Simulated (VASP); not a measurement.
# Bi (Im-3m) in VASP: a series of runs

Runs on Bi. Level: PBE. Tasks: single point.

Program: VASP 6.6.1. These are calculated values, not measurements. Logs are shortened: lines on timing, memory, paths and dates and some standing lists are left out, and cuts for length are marked.

## Step 1: The cell of the first run

Symmetry: Im-3m, No. 229, cubic system. Conventional cell: a = 3.970 Å, b = 3.970 Å, c = 3.970 Å, α = 90.00°, β = 90.00°, γ = 90.00°. Within 4.5 Å of Bi (site symmetry m-3m) lie 14 Bi at 3.44 to 3.97 Å.

## Step 2: Single point, PBE

File INCAR:

```
  PREC = Accurate
  ENCUT = 520
  EDIFF = 1E-6
  ISMEAR = 0
  SIGMA = 0.05
  LREAL = False
  LASPH = True
  NELM = 60
  ALGO = Normal
  ISIF = 2
  LWAVE = False
  LCHARG = True
  GGA = PE
  LELF = True
  LVHAR = True
  NBANDS = 14
```

File KPOINTS:

```
regular mesh
0
Gamma
  14 14 14
```

File POSCAR:

```
Bi
1.0
   -1.9848695712      1.9848695712      1.9848695712
    1.9848695712     -1.9848695712      1.9848695712
    1.9848695712      1.9848695712     -1.9848695712
Bi
1
Direct
    0.0000000000      0.0000000000      0.0000000000
```

Potentials or basis: VASP PAW PBE potentials, release 64 (Bi_d).

The run is started by

```sh
cat potpaw_PBE.64/Bi_d/POTCAR > POTCAR
mpirun -np 1 vasp_std > vasp.out
```

OUTCAR:

```text
PREC = Accurate
   ENCUT = 520
   EDIFF = 1E-6
   ISMEAR = 0
   LREAL = False
   LASPH = True
   NELM = 60
   ISIF = 2
   GGA = PE

 ion  position               nearest neighbor table
   1  0.000  0.000  0.000-

  LATTYP: Found a body centered cubic cell.
 ALAT       =     3.9697391424

  Lattice vectors:

 A1 = (  -1.9848695712,   1.9848695712,   1.9848695712)
 A2 = (   1.9848695712,  -1.9848695712,   1.9848695712)
 A3 = (   1.9848695712,   1.9848695712,  -1.9848695712)

Analysis of symmetry for initial positions (statically):
=====================================================================
 Subroutine PRICEL returns:
 Original cell was already a primitive cell.

 Routine SETGRP: Setting up the symmetry group for a
 body centered cubic supercell.

 Subroutine GETGRP returns: Found 48 space group operations
[... 9 lines left out ...]

 Routine SETGRP: Setting up the symmetry group for a
 body centered cubic supercell.

 Subroutine GETGRP returns: Found 48 space group operations
[... 11 lines left out ...]
                                     Primitive cell

  volume of cell :      31.2792

  direct lattice vectors                    reciprocal lattice vectors
    -1.984869571  1.984869571  1.984869571     0.000000000  0.251905721  0.251905721
     1.984869571 -1.984869571  1.984869571     0.251905721  0.000000000  0.251905721
     1.984869571  1.984869571 -1.984869571     0.251905721  0.251905721  0.000000000

  length of vectors
     3.437894944  3.437894944  3.437894944     0.356248487  0.356248487  0.356248487

  position of ions in fractional coordinates (direct lattice)
     0.000000000  0.000000000  0.000000000

  ion indices of the primitive-cell ions
   primitive index   ion index
                 1           1

----------------------------------------------------------------------------------------

 KPOINTS: regular mesh

Automatic generation of k-mesh.
 Grid dimensions read from file:
 generate k-points for:   14   14   14

 Generating k-lattice:

  Cartesian coordinates                     Fractional coordinates (reciprocal lattice)
     0.000000000  0.017993266  0.017993266     0.071428571  0.000000000  0.000000000
     0.017993266  0.000000000  0.017993266     0.000000000  0.071428571  0.000000000
     0.017993266  0.017993266  0.000000000     0.000000000  0.000000000  0.071428571

  Length of vectors
     0.025446320  0.025446320  0.025446320

  Shift w.r.t. Gamma in fractional coordinates (k-lattice)
     0.000000000  0.000000000  0.000000000

 Subroutine IBZKPT returns following result:
 ===========================================

 Found    104 irreducible k-points:

 Following reciprocal coordinates:
            Coordinates               Weight
  0.000000  0.000000  0.000000      1.000000
  0.071429  0.000000  0.000000     12.000000
  0.142857  0.000000  0.000000     12.000000
  0.214286  0.000000  0.000000     12.000000
  0.285714  0.000000  0.000000     12.000000
  0.357143  0.000000  0.000000     12.000000
[... 16 lines left out ...]
  0.285714  0.285714  0.000000     24.000000
  0.357143  0.285714 -0.000000     24.000000
 [... further k-points ...]
   k-points           NKPTS =    104   k-points in BZ     NKDIM =    104   number of bands    NBANDS=     14
   number of dos      NEDOS =    301   number of ions     NIONS =      1
   total plane-waves  NPLWV =  21952
   dimension x,y,z NGX =    28 NGY =   28 NGZ =   28
   dimension x,y,z NGXF=    56 NGYF=   56 NGZF=   56
   ions per type =               1
   NGX,Y,Z   is equivalent  to a cutoff of  13.54, 13.54, 13.54 a.u.
   NGXF,Y,Z  is equivalent  to a cutoff of  27.08, 27.08, 27.08 a.u.
 SYSTEM =  unknown system
   PREC   = accura    normal or accurate (medium, high low for compatibility)
   ISTART =      0    job   : 0-new  1-cont  2-samecut
   ICHARG =      2    charge: 1-file 2-atom 10-const
   ISPIN  =      1    spin polarized calculation?
   LNONCOLLINEAR =      F non collinear calculations
   LSORBIT =      F    spin-orbit coupling
   LASPH  =      T    aspherical Exc in radial PAW
   ENCUT  =  520.0 eV  38.22 Ry    6.18 a.u.   6.39  6.39  6.39*2*pi/ulx,y,z
   NELM   =     60;   NELMIN=  2; NELMDL= -5     # of ELM steps
   EDIFF  = 0.1E-05   stopping-criterion for ELM
   LREAL  =      F    real-space projection
   EDIFFG = 0.1E-04   stopping-criterion for IOM
   NSW    =      0    number of steps for IOM
   IBRION =     -1    ionic relax: 0-MD 1-quasi-New 2-CG
   NFREE  =      0    steps in history (QN), initial steepest desc. (CG)
   ISIF   =      2    stress and relaxation
   ISYM   =      2    0-nonsym 1-usesym 2-fastsym
   POTIM  = 0.5000    time-step for ionic-motion
   TEBEG  =    0.0;   TEEND  =   0.0 temperature during run
   PSTRESS=    0.0 pullay stress
   NELECT =      15.0000    total number of electrons
   NUPDOWN=      -1.0000    fix difference up-down
   EMIN   =  10.00;   EMAX   =-10.00  energy-range for DOS
   EFERMI =   0.00;   METHOD = LEGACY
   ISMEAR =     0;   SIGMA  =   0.05  broadening in eV -4-tet -1-fermi 0-gaus
   EFERMI_NEDOS =   21; number of points for ismear=-14 and -15
   IALGO  =     38    algorithm
   IMIX   =      4    mixing-type and parameters
     AMIX     =   0.40;   BMIX     =  1.00
     AMIX_MAG =   1.60;   BMIX_MAG =  1.00
  volume/ion in A,a.u.               =      31.28       211.08
  Fermi-wavevector in a.u.,A,eV,Ry     =   1.281406  2.421505 22.340770  1.642000
  Thomas-Fermi vector in A             =   2.413777
   LORBIT       =      0    0 simple, 1 ext, 2 COOP (PROOUT), +10 PAW based schemes
   GGA     = PE    functional components
   LHFCALC =     F    Hartree Fock is set to
   AEXX    =    0.0000 exact exchange contribution
   IVDW    =     0    specifies the selected vdW correction
   LEPSILON=     F    determine dielectric tensor
   LRPA    =     F    only Hartree local field effects (RPA)
 non-spin polarized calculation
 Gauss-broadening in eV      SIGMA  =   0.05
  energy-cutoff  :      520.00
  volume of cell :       31.28
 maximum number of plane-waves:       887
 NGX is ok and might be reduce to    28
   NGX = 13   NGY = 13   NGZ = 13

 number of electron      14.9999995 magnetization

 Free energy of the ion-electron system (eV)
  ---------------------------------------------------
  ext. energy  EPLUGINS =         0.00000000
  ---------------------------------------------------
  free energy    TOTEN  =        -3.74935792 eV

  energy without entropy =       -3.74772774  energy(sigma->0) =       -3.74854283

 E-fermi :   7.7760     XC(G=0): -10.2697

 val. band max:        7.7685424499   @ k =   0.2143   0.2143   0.1429
 cond. band min:       7.7802127348   @ k =   0.5000   0.5000   0.2857
 fundamental gap:      0.0116702849
 Fermi energy:         7.7759548454

 k-point     1 :       0.0000    0.0000    0.0000
  band No.  band energies     occupation
      1     -15.1875      2.00000
      2     -15.1875      2.00000
      3     -15.1875      2.00000
      4     -15.0608      2.00000
      5     -15.0608      2.00000
      6      -5.6335      2.00000
      7      12.9340      0.00000
      8      12.9340      0.00000
      9      12.9340      0.00000
     10      16.9135      0.00000
     11      18.3277      0.00000
     12      18.3277      0.00000
     13      18.3277      0.00000
     14      19.5004      0.00000

 k-point     2 :       0.0714    0.0000    0.0000
  band No.  band energies     occupation
      1     -15.1894      2.00000
      2     -15.1841      2.00000
      3     -15.1774      2.00000
      4     -15.0631      2.00000
      5     -15.0611      2.00000
      6      -5.5410      2.00000
      7      11.9439      0.00000
      8      12.6475      0.00000
      9      12.8508      0.00000
     10      17.2298      0.00000
     11      17.8110      0.00000
     12      17.8607      0.00000
     13      18.1726      0.00000
     14      19.9068      0.00000

 k-point     3 :       0.1429    0.0000    0.0000
  band No.  band energies     occupation
      1     -15.1948      2.00000
      2     -15.1753      2.00000
      3     -15.1491      2.00000
      4     -15.0689      2.00000
      5     -15.0622      2.00000
      6      -5.2661      2.00000
      7      10.0563      0.00000
      8      11.9685      0.00000
      9      12.6123      0.00000
     10      16.1732      0.00000
     11      17.0949      0.00000
     12      18.0378      0.00000
     13      18.9528      0.00000
     14      20.8989      0.00000

 k-point     4 :       0.2143    0.0000    0.0000
  band No.  band energies     occupation
      1     -15.2025      2.00000
      2     -15.1651      2.00000
      3     -15.1079      2.00000
      4     -15.0753      2.00000
      5     -15.0637      2.00000
      6      -4.8178      2.00000
      7       8.0511      0.00000
      8      11.1798      0.00000
      9      12.2661      0.00000
     10      15.2800      0.00000
     11      16.4850      0.00000
     12      18.1879      0.00000
     13      19.6526      0.00000
     14      22.3086      0.00000

 k-point     5 :       0.2857    0.0000    0.0000
  band No.  band energies     occupation
      1     -15.2112      2.00000
      2     -15.1588      2.00000
      3     -15.0779      2.00000
      4     -15.0654      2.00000
      5     -15.0617      2.00000
      6      -4.2200      2.00000
      7       6.1578      2.00000
      8      10.4576      0.00000
      9      11.8947      0.00000
     10      14.6144      0.00000
     11      16.0099      0.00000
[... 276 lines left out ...]
 k-point    22 :       0.3571    0.2143   -0.0000
  band No.  band energies     occupation
      1     -15.1994      2.00000
      2     -15.1322      2.00000
      3     -15.0821      2.00000
      4     -15.0668      2.00000
      5     -15.0127      2.00000
      6      -2.3635      2.00000
      7       3.6433      2.00000
      8       6.4249      2.00000
      9      10.3383      0.00000
     10      15.7371      0.00000
     11      18.3078      0.00000
     12      19.8530      0.00000
     13      20.0748      0.00000
     14      24.6256      0.00000

 k-point    23 :       0.2857    0.2857    0.0000
  band No.  band energies     occupation
      1     -15.1953      2.00000
      2     -15.1206      2.00000
      3     -15.0875      2.00000
      4     -15.0650      2.00000
      5     -15.0232      2.00000
      6      -2.3359      2.00000
      7       4.0841      2.00000
      8       5.7011      2.00000
      9      10.2758      0.00000
     10      16.2247      0.00000
     11      17.7804      0.00000
     12      19.7829      0.00000
     13      22.1706      0.00000
     14      22.4404      0.00000

 k-point    24 :       0.3571    0.2857   -0.0000
  band No.  band energies     occupation
      1     -15.1942      2.00000
      2     -15.1120      2.00000
      3     -15.0933      2.00000
      4     -15.0551      2.00000
      5     -15.0315      2.00000
      6      -2.1598      2.00000
      7       4.1307      2.00000
      8       5.1872      2.00000
      9      10.2033      0.00000
     10      16.3381      0.00000
     11      18.2901      0.00000
     12      18.9491      0.00000
     13      22.2372      0.00000
     14      24.3171      0.00000

 [... further k-points ...]
[... 5 lines left out ...]
  --------------------------------------------------------------------------------------
  -------------------------------------------------------------------------------------
  Total        0.0721326      0.0721326      0.0721326      0.0000000      0.0000000     -0.0000000
  in kB        3.6947623      3.6947623      3.6947623      0.0000000      0.0000000     -0.0000000
  external PRESSURE =       3.6947623 kB  Pullay stress =       0.0000000 kB

 VOLUME and BASIS-vectors are now :
 -----------------------------------------------------------------------------
  energy-cutoff  :      520.00
  volume of cell :       31.28
      direct lattice vectors                 reciprocal lattice vectors
    -1.984869571  1.984869571  1.984869571     0.000000000  0.251905721  0.251905721
     1.984869571 -1.984869571  1.984869571     0.251905721  0.000000000  0.251905721
     1.984869571  1.984869571 -1.984869571     0.251905721  0.251905721  0.000000000

 POSITION                                       TOTAL-FORCE (eV/Angst)
 -----------------------------------------------------------------------------------
      0.00000      0.00000      0.00000         0.000000     -0.000000      0.000000
 -----------------------------------------------------------------------------------
    total drift:                               -0.000000      0.000000      0.000000

  FREE ENERGIE OF THE ION-ELECTRON SYSTEM (eV)
  ---------------------------------------------------
  free  energy   TOTEN  =        -3.7493579189 eV

  energy  without entropy=       -3.7477277369  energy(sigma->0) =       -3.74854283
```

Wall time 76 s (1 thread of AMD EPYC 7R13, shared host); peak memory 0.15 GiB.

Results:

| Property | Result |
| --- | --- |
| Free energy | -3.7494 eV |
| Pressure | 0.4 GPa |

Caveat: spin-orbit coupling is left out, which moves the levels of the heavy elements.

(Part 1 of 2 ends here.)
